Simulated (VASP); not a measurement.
Set up this calculation in VASP 6.6.1, as the native input.

```yaml
Task: single point
Functional: PBE
Potentials_or_basis: VASP PAW PBE potentials, release 64 (Hf_pv)
Cutoff: 520 eV
k_mesh: 12 × 12 × 7
Occupations: fermi-dirac, width 0.1 eV
Spin: no spin polarisation
Dipole_correction: no
Further_INCAR_settings: ALGO = Normal; EDIFF = 1e-07; NBANDS = 17
```

The structure of Hf lies in POSCAR:

```
Hf
1.0
    1.6016142156     -2.7740771955      0.0000000000
    1.6016142156      2.7740771956      0.0000000000
    0.0000000000      0.0000000000      5.0729617538
Hf
2
Direct
    0.6666666670      0.3333333330      0.2500000000
    0.3333333330      0.6666666670      0.7500000000
```

The input as run:

INCAR

```
SYSTEM = Hf
  PREC = Accurate
  ENCUT = 520
  EDIFF = 1E-7
  ISMEAR = -1
  SIGMA = 0.1
  LREAL = .FALSE.
  LASPH = .TRUE.
  NELM = 60
  ALGO = Normal
  ISIF = 2
  LWAVE = .FALSE.
  LCHARG = .FALSE.
  GGA = PE
  NBANDS = 17
```

KPOINTS

```
Automatic mesh
0
G
  12 12 7
  0 0 0
```

Potentials or basis: VASP PAW PBE potentials, release 64 (Hf_pv).

The run is started by

```bash
$ cat potpaw_PBE.64/Hf_pv/POTCAR > POTCAR
$ mpirun -np 1 vasp_std > vasp.out
```

Results of the run:

* Pressure: -0.4 GPa
* Band gap on the k mesh: zero (bands 10 and 11 overlap by 1.51 eV)

Caveat: spin-orbit coupling is left out, which moves the levels of the heavy elements.

Run time: 37 s on 1 thread of AMD EPYC 9R14 (Zen 4) (shared host), peak memory 0.16 GiB.
